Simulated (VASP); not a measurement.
Zr: relaxation of cell and atoms with PBE

The system is Zr.

```xyz
2
Lattice="2.7134 0.0000 0.0000 -1.3567 2.3499 0.0000 0.0000 0.0000 4.3957" Properties=species:S:1:pos:R:3 pbc="T T T"
Zr    0.0000    1.5666    1.0989
Zr    1.3567    0.7833    3.2968
```

| Quantity | Value |
| --- | --- |
| Program | VASP 6.6.1 |
| Task | relaxation of cell and atoms |
| Functional | PBE |
| Potentials or basis | VASP PAW PBE potentials, release 64 (Zr_sv) |
| Cutoff | 600 eV |
| k mesh | 16 × 16 × 9 |
| Occupations | fermi-dirac, width 0.08 eV |
| Spin | no spin polarisation |
| Target pressure | 110 GPa |
| Dipole correction | no |
| Further INCAR settings | ALGO = Normal; EDIFF = 1e-07; IBRION = 2; EDIFFG = -0.005; NSW = 60; ISIF = 3 |

The relaxed volume is 13.83 Å³/atom and the relaxed cell is a = 2.611 Å, b = 2.611 Å, c = 4.685 Å, α = 90.00°, β = 90.00°, γ = 120.00°. The space group after relaxing (to 0.05 Å) is P6_3/mmc (No. 194), the energy change on relaxing (the enthalpy is what falls) is +60.7 meV/atom and the ionic steps are 8. The pressure after relaxing is 110.0 GPa. The band gap on the k mesh is zero (band 12 reaches 17.09 eV, above the bottom of band 13 at 15.47 eV).

The path:
```
step  energy change (eV)  largest force (eV/Å)  pressure (GPa)  volume (Å³)
   1              0.0000                0.0000          107.49        28.03
   2              0.5384                0.0000          119.02        27.09
   3              0.5957                0.0000          120.20        27.01
   4              0.0547                0.0000          108.20        27.77
   5              0.2366                0.0000          112.33        27.50
   6              0.1233                0.0000          110.03        27.66
   7              0.1198                0.0000          109.96        27.66
   8              0.1215                0.0000          110.00        27.66
```

Final structure:
```xyz
2
Lattice="2.6111 0.0000 0.0000 -1.3056 2.2613 0.0000 0.0000 0.0000 4.6846" Properties=species:S:1:pos:R:3 pbc="T T T"
Zr    0.0000    1.5075    1.1712
Zr    1.3056    0.7538    3.5135
```

Levels at points of the mesh, in eV from the Fermi level:
| k point | band 8 | band 9 | band 10 | band 11 | band 12 | band 13 | band 14 | band 15 | band 16 |
| --- | --- | --- | --- | --- | --- | --- | --- | --- | --- |
| (0.00, 0.00, 0.00) | -24.11 | -5.28 | -3.90 | -0.59 | 1.10 | 1.10 | 1.98 | 1.98 | 3.77 |
| (0.50, 0.00, 0.00) | -24.87 | -4.90 | -4.44 | -3.47 | 0.40 | 1.39 | 1.94 | 2.54 | 8.63 |

It took 4.7 min on 1 thread of Intel Xeon 6975P-C, with other jobs on the host, peak memory 0.22 GiB.

Caveat: the cell is relaxed towards a set pressure, so the enthalpy falls and the energy may rise.
